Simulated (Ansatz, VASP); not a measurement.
# SiC in VASP and in Ansatz

The input INCAR:

```
SYSTEM = SiC
PREC     = Accurate       ! precision mode
ENCUT    = 600            ! plane-wave cutoff, eV
EDIFF    = 1E-6           ! SCF threshold, eV
ISMEAR   = 0              ! smearing method
SIGMA    = 0.1            ! smearing width, eV
LREAL    = .FALSE.        ! projectors in reciprocal space
LASPH    = .TRUE.         ! aspherical terms in the spheres
NELM     = 120            ! most SCF steps
ALGO     = Normal         ! electronic algorithm
ISIF     = 2              ! what is computed and relaxed
LWAVE    = .FALSE.        ! write WAVECAR
LCHARG   = .FALSE.        ! write CHGCAR
GGA      = PS             ! functional
NBANDS   = 11             ! bands
GGA_COMPAT= .FALSE.
```

File KPOINTS:

```
regular mesh
0
G
  10 10 10
  0 0 0
```

POSCAR

```
SiC
1.0
    0.0000000000      2.1790000000      2.1790000000
    2.1790000000      0.0000000000      2.1790000000
    2.1790000000      2.1790000000      0.0000000000
Si C
1 1
Direct
    0.0000000000      0.0000000000      0.0000000000
    0.7500000000      0.7500000000      0.7500000000
```

The input input.yaml:

```yaml
crystal:
  lattice:
    - [0.0, 2.179, 2.179]
    - [2.179, 0.0, 2.179]
    - [2.179, 2.179, 0.0]
  atoms:
    - { symbol: Si, position: [0.0, 0.0, 0.0] }
    - { symbol: C, position: [0.75, 0.75, 0.75] }
kpoints:
  mp_grid: { grid: [10, 10, 10] }
scf:
  occupations: { method: gaussian, width: 0.1 }
hamiltonian:
  xc: pbesol
  pseudopotentials: { kind: all_electron, lapw: { basis_error: 0.001 } }
output:
  forces: true
  stress: true
  eigenvalues: true
```

Alike in both runs: task single point; functional PBEsol; k mesh 10 × 10 × 10; occupations gaussian, width 0.1 eV; no spin polarisation.

|  | VASP | Ansatz |
| --- | --- | --- |
| version | VASP 6.6.1 | Ansatz 0.2.0 |
| potentials or method | VASP PAW PBE potentials, release 64 (Si, C), cutoff 600 eV | all-electron LAPW, scalar-relativistic |

Ansatz gave:

```
gap on the k mesh at the Fermi level (eV) : 1.24
least direct gap on the mesh (eV)         : 4.45
pressure (GPa)                            : -0.2
```

**Question.** Which values does VASP return?

**Answer.** gap on the k mesh at the Fermi level (eV): 1.23; least direct gap on the mesh (eV): 4.44; pressure (GPa): 0.0.

VASP's potentials were made for PBE, not for PBEsol. Ansatz ran all-electron here, and VASP with PAW potentials.
